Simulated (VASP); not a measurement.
# NaErBr4 (P4/mmm) in VASP: relaxation of cell and atoms with PBE

Aim: the relaxation of cell and atoms of NaErBr4 with PBE.

Everything below comes from runs of VASP 6.6.1. Logs are shortened: lines on timing, memory, paths and dates and some standing lists are left out, and cuts for length are marked.

## Step 1: The cell of the first run

Symmetry: P4/mmm, No. 123, tetragonal system. Conventional cell: a = 5.231 Å, b = 5.231 Å, c = 7.432 Å, α = 90.00°, β = 90.00°, γ = 90.00°. Na (site symmetry 4/mmm) has 8 Br at 3.17 Å within 4.2 Å. Within 4.3 Å of Er (site symmetry 4/mmm) lie 8 Br at 3.24 Å. Br (site symmetry 2mm) has 2 Na at 3.17 Å and 2 Er at 3.24 Å and 6 Br at 3.60 to 3.83 Å within 4.2 Å.

The cell was built from a structure type or drawn by symmetry, and may not be a known phase.

## Step 2: Relaxation of cell and atoms, PBE

Contents of INCAR:

```
PREC = Accurate
ENCUT = 500
EDIFF = 1E-7
ISMEAR = 0
SIGMA = 0.1
LREAL = F
LASPH = T
NELM = 200
ALGO = Normal
ISIF = 3
LWAVE = F
LCHARG = F
GGA = PE
IBRION = 2
NSW = 90
EDIFFG = -0.04
GGA_COMPAT = F
NELMIN = 4
LMAXMIX = 6
```

Contents of KPOINTS:

```
Automatic mesh
0
Gamma
  4 4 4
```

Contents of POSCAR:

```
NaErBr4
1.0
    5.2305737400      0.0000000000      0.0000000000
    0.0000000000      5.2305737400      0.0000000000
    0.0000000000      0.0000000000      7.4318809500
Na Er Br
1 1 4
Direct
    0.0000000000      0.0000000000      0.5000000000
    0.5000000000      0.5000000000      0.0000000000
    0.0000000000      0.5000000000      0.2579450000
    0.5000000000      0.0000000000      0.2579450000
    0.0000000000      0.5000000000      0.7420550000
    0.5000000000      0.0000000000      0.7420550000
```

Potentials or basis: VASP PAW PBE potentials, release 64 (Na_pv, Er_3, Br), 4f in core.

The run is started by

```sh
> cat potpaw_PBE.64/Na_pv/POTCAR potpaw_PBE.64/Er_3/POTCAR potpaw_PBE.64/Br/POTCAR > POTCAR
> mpirun -np 1 vasp_std > vasp.out
```

OUTCAR:

```text
PREC = Accurate
   ENCUT = 500
   EDIFF = 1E-7
   ISMEAR = 0
   LREAL = F
   LASPH = T
   NELM = 200
   ISIF = 3
   GGA = PE
   IBRION = 2
   NSW = 90
   EDIFFG = -0.04
   NELMIN = 4

 ion  position               nearest neighbor table
   1  0.000  0.000  0.500-
   2  0.500  0.500  0.000-   3 3.24   4 3.24   5 3.24   6 3.24   4 3.24   6 3.24   3 3.24   5 3.24

   3  0.000  0.500  0.258-   2 3.24   2 3.24
   4  0.500  0.000  0.258-   2 3.24   2 3.24
   5  0.000  0.500  0.742-   2 3.24   2 3.24
   6  0.500  0.000  0.742-   2 3.24   2 3.24

  LATTYP: Found a simple tetragonal cell.
 ALAT       =     5.2305737400
 C/A-ratio  =     1.4208538718

  Lattice vectors:

 A1 = (   5.2305737400,   0.0000000000,   0.0000000000)
 A2 = (   0.0000000000,   5.2305737400,   0.0000000000)
 A3 = (   0.0000000000,   0.0000000000,   7.4318809500)

Analysis of symmetry for initial positions (statically):
=====================================================================
 Subroutine PRICEL returns:
 Original cell was already a primitive cell.

 Routine SETGRP: Setting up the symmetry group for a
 simple tetragonal supercell.

 Subroutine GETGRP returns: Found 16 space group operations
 (whereof 16 operations were pure point group operations)
 out of a pool of 16 trial point group operations.

The static configuration has the point symmetry D_4h.

Analysis of symmetry for dynamics (positions and initial velocities):
=====================================================================
 Subroutine PRICEL returns:
 Original cell was already a primitive cell.

 Routine SETGRP: Setting up the symmetry group for a
 simple tetragonal supercell.

 Subroutine GETGRP returns: Found 16 space group operations
 (whereof 16 operations were pure point group operations)
 out of a pool of 16 trial point group operations.

The dynamic configuration has the point symmetry D_4h.

 Subroutine INISYM returns: Found 16 space group operations
 (whereof 16 operations are pure point group operations),
 and found     1 'primitive' translations

----------------------------------------------------------------------------------------

                                     Primitive cell

  volume of cell :     203.3281

  direct lattice vectors                    reciprocal lattice vectors
     5.230573740  0.000000000  0.000000000     0.191183616  0.000000000  0.000000000
     0.000000000  5.230573740  0.000000000     0.000000000  0.191183616  0.000000000
     0.000000000  0.000000000  7.431880950     0.000000000  0.000000000  0.134555438

  length of vectors
     5.230573740  5.230573740  7.431880950     0.191183616  0.191183616  0.134555438

  position of ions in fractional coordinates (direct lattice)
     0.000000000  0.000000000  0.500000000
     0.500000000  0.500000000  0.000000000
     0.000000000  0.500000000  0.257945000
     0.500000000  0.000000000  0.257945000
     0.000000000  0.500000000  0.742055000
     0.500000000  0.000000000  0.742055000

  ion indices of the primitive-cell ions
   primitive index   ion index
                 1           1
                 2           2
                 3           3
                 4           4
                 5           5
                 6           6

----------------------------------------------------------------------------------------

 KPOINTS: Automatic mesh

Automatic generation of k-mesh.
 Grid dimensions read from file:
 generate k-points for:    4    4    4

 Generating k-lattice:

  Cartesian coordinates                     Fractional coordinates (reciprocal lattice)
     0.047795904  0.000000000  0.000000000     0.250000000  0.000000000  0.000000000
     0.000000000  0.047795904  0.000000000     0.000000000  0.250000000  0.000000000
     0.000000000  0.000000000  0.033638860     0.000000000  0.000000000  0.250000000

  Length of vectors
     0.047795904  0.047795904  0.033638860

  Shift w.r.t. Gamma in fractional coordinates (k-lattice)
     0.000000000  0.000000000  0.000000000

 Subroutine IBZKPT returns following result:
 ===========================================

 Found     18 irreducible k-points:

 Following reciprocal coordinates:
            Coordinates               Weight
  0.000000  0.000000  0.000000      1.000000
  0.250000  0.000000  0.000000      4.000000
  0.500000  0.000000  0.000000      2.000000
  0.250000  0.250000  0.000000      4.000000
  0.500000  0.250000  0.000000      4.000000
  0.500000  0.500000  0.000000      1.000000
[... 10 lines left out ...]
  0.500000  0.250000  0.500000      4.000000
  0.500000  0.500000  0.500000      1.000000
   k-points           NKPTS =     18   k-points in BZ     NKDIM =     18   number of bands    NBANDS=     26
   number of dos      NEDOS =    301   number of ions     NIONS =      6
   total plane-waves  NPLWV =  86400
   dimension x,y,z NGX =    40 NGY =   40 NGZ =   54
   dimension x,y,z NGXF=    80 NGYF=   80 NGZF=  108
   ions per type =               1   1   4
   NGX,Y,Z   is equivalent  to a cutoff of  12.71, 12.71, 12.08 a.u.
   NGXF,Y,Z  is equivalent  to a cutoff of  25.43, 25.43, 24.16 a.u.
 SYSTEM =  unknown system
   PREC   = accura    normal or accurate (medium, high low for compatibility)
   ISTART =      0    job   : 0-new  1-cont  2-samecut
   ICHARG =      2    charge: 1-file 2-atom 10-const
   ISPIN  =      1    spin polarized calculation?
   LNONCOLLINEAR =      F non collinear calculations
   LSORBIT =      F    spin-orbit coupling
   LASPH  =      T    aspherical Exc in radial PAW
   ENCUT  =  500.0 eV  36.75 Ry    6.06 a.u.   9.54  9.54 13.55*2*pi/ulx,y,z
   NELM   =    200;   NELMIN=  4; NELMDL= -5     # of ELM steps
   EDIFF  = 0.1E-06   stopping-criterion for ELM
   LREAL  =      F    real-space projection
   EDIFFG = -.4E-01   stopping-criterion for IOM
   NSW    =     90    number of steps for IOM
   IBRION =      2    ionic relax: 0-MD 1-quasi-New 2-CG
   NFREE  =      1    steps in history (QN), initial steepest desc. (CG)
   ISIF   =      3    stress and relaxation
   ISYM   =      2    0-nonsym 1-usesym 2-fastsym
   POTIM  = 0.5000    time-step for ionic-motion
   TEBEG  =    0.0;   TEEND  =   0.0 temperature during run
   PSTRESS=    0.0 pullay stress
   NELECT =      44.0000    total number of electrons
   NUPDOWN=      -1.0000    fix difference up-down
   EMIN   =  10.00;   EMAX   =-10.00  energy-range for DOS
   EFERMI =   0.00;   METHOD = LEGACY
   ISMEAR =     0;   SIGMA  =   0.10  broadening in eV -4-tet -1-fermi 0-gaus
   EFERMI_NEDOS =   21; number of points for ismear=-14 and -15
   IALGO  =     38    algorithm
   IMIX   =      4    mixing-type and parameters
     AMIX     =   0.40;   BMIX     =  1.00
     AMIX_MAG =   1.60;   BMIX_MAG =  1.00
  volume/ion in A,a.u.               =      33.89       228.69
  Fermi-wavevector in a.u.,A,eV,Ry     =   0.982864  1.857343 13.143512  0.966021
  Thomas-Fermi vector in A             =   2.113978
   LORBIT       =      0    0 simple, 1 ext, 2 COOP (PROOUT), +10 PAW based schemes
   GGA     = PE    functional components
   LHFCALC =     F    Hartree Fock is set to
   AEXX    =    0.0000 exact exchange contribution
   IVDW    =     0    specifies the selected vdW correction
   LEPSILON=     F    determine dielectric tensor
   LRPA    =     F    only Hartree local field effects (RPA)
 conjugate gradient relaxation of ions
 non-spin polarized calculation
 Gauss-broadening in eV      SIGMA  =   0.10
  energy-cutoff  :      500.00
  volume of cell :      203.33
 maximum number of plane-waves:      5207
 NGX is ok and might be reduce to    40
   NGX = 19   NGY = 19   NGZ = 27

--------------------------------------- Ionic step        1  -------------------------------------------

 number of electron      44.0000021 magnetization

 Free energy of the ion-electron system (eV)
  ---------------------------------------------------
  ext. energy  EPLUGINS =         0.00000000
  ---------------------------------------------------
  free energy    TOTEN  =       -21.32191049 eV

  energy without entropy =      -21.32191049  energy(sigma->0) =      -21.32191049

------------------------ aborting loop because EDIFF is reached ----------------------------------------

  FORCE on cell =-STRESS in cart. coord.  units (eV):
  Direction    XX          YY          ZZ          XY          YZ          ZX
  --------------------------------------------------------------------------------------
  -------------------------------------------------------------------------------------
  Total       -5.5178956     -5.5178956     -6.1819827      0.0000000      0.0000000      0.0000000
  in kB      -43.4797121    -43.4797121    -48.7125611      0.0000000      0.0000000      0.0000000
  external PRESSURE =     -45.2239951 kB  Pullay stress =       0.0000000 kB
[... 265 lines left out ...]
  energy  without entropy=      -22.1842548749  energy(sigma->0) =      -22.18425487

--------------------------------------- Ionic step        8  -------------------------------------------

 number of electron      43.9999991 magnetization

 Free energy of the ion-electron system (eV)
  ---------------------------------------------------
  ext. energy  EPLUGINS =         0.00000000
  ---------------------------------------------------
  free energy    TOTEN  =       -22.18571659 eV

  energy without entropy =      -22.18571659  energy(sigma->0) =      -22.18571659

 E-fermi :   1.3510     XC(G=0):  -8.2682

 val. band max:        0.9313468543   @ k =   0.5000   0.5000   0.0000
 cond. band min:       3.2191966612   @ k =   0.0000   0.0000   0.0000
 fundamental gap:      2.2878498069
 Fermi energy:         1.3509705414

 k-point     1 :       0.0000    0.0000    0.0000
  band No.  band energies     occupation
      1     -24.2055      2.00000
      2     -24.1510      2.00000
      3     -24.1510      2.00000
      4     -21.9402      2.00000
      5     -21.9402      2.00000
      6     -21.9281      2.00000
[... 544 lines left out ...]
  FREE ENERGIE OF THE ION-ELECTRON SYSTEM (eV)
  ---------------------------------------------------
  free  energy   TOTEN  =       -22.1857165948 eV

  energy  without entropy=      -22.1857165948  energy(sigma->0) =      -22.18571659

 reached required accuracy - stopping structural energy minimisation
```

It took 4.5 min on 1 thread of Intel Xeon 6975P-C (Granite Rapids), shared host; peak memory 0.35 GiB.

What came out:

| Quantity | Value |
| --- | --- |
| Free energy | -22.1857 eV |
| Relaxed volume | 29.65 Å³/atom |
| Relaxed cell | a = 4.953 Å, b = 4.953 Å, c = 7.252 Å, α = 90.00°, β = 90.00°, γ = 90.00° |
| Space group after relaxing (to 0.1 Å) | P4/mmm (No. 123) |
| Energy gained by relaxing | 144.0 meV/atom |
| Ionic steps | 8 |
| Pressure after relaxing | -0.1 GPa |
| Largest force after relaxing | 0.027 eV/Å |
| Band gap on the k mesh | 2.29 eV (least direct gap 2.70 eV) |

Forces on the atoms (eV/Å):
```
Na   0.000  0.000  0.000
Er   0.000  0.000  0.000
Br   0.000  0.000 -0.027
Br   0.000  0.000 -0.027
Br   0.000  0.000  0.027
Br   0.000  0.000  0.027
```

Step by step:
```tsv
step	energy change (eV)	largest force (eV/Å)	pressure (GPa)	volume (Å³)
1	0.0000	1.0455	-4.52	203.33
2	-0.6809	0.6878	-0.97	176.46
3	-0.7231	0.5235	0.69	169.17
4	-0.7857	0.3484	0.59	170.66
5	-0.8517	0.0284	0.54	174.09
6	-0.8530	0.0841	0.56	174.63
7	-0.8623	0.0670	-0.35	179.18
8	-0.8638	0.0268	-0.12	177.93
```

Final structure:
```
Na Er Br
1.0
     4.95342    0.00000    0.00000
     0.00000    4.95342    0.00000
     0.00000    0.00000    7.25163
Na Er Br
1 1 4
Direct
  0.00000 0.00000 0.50000
  0.50000 0.50000 0.00000
  0.00000 0.50000 0.23316
  0.50000 0.00000 0.23316
  0.00000 0.50000 0.76684
  0.50000 0.00000 0.76684
```

Caveat: spin-orbit coupling is left out, which moves the levels of the heavy elements; the 4f electrons are frozen in the core, so they carry no moment and show no levels. Spin polarisation is off, so any magnetic state and its effect on volume and gap are missing.
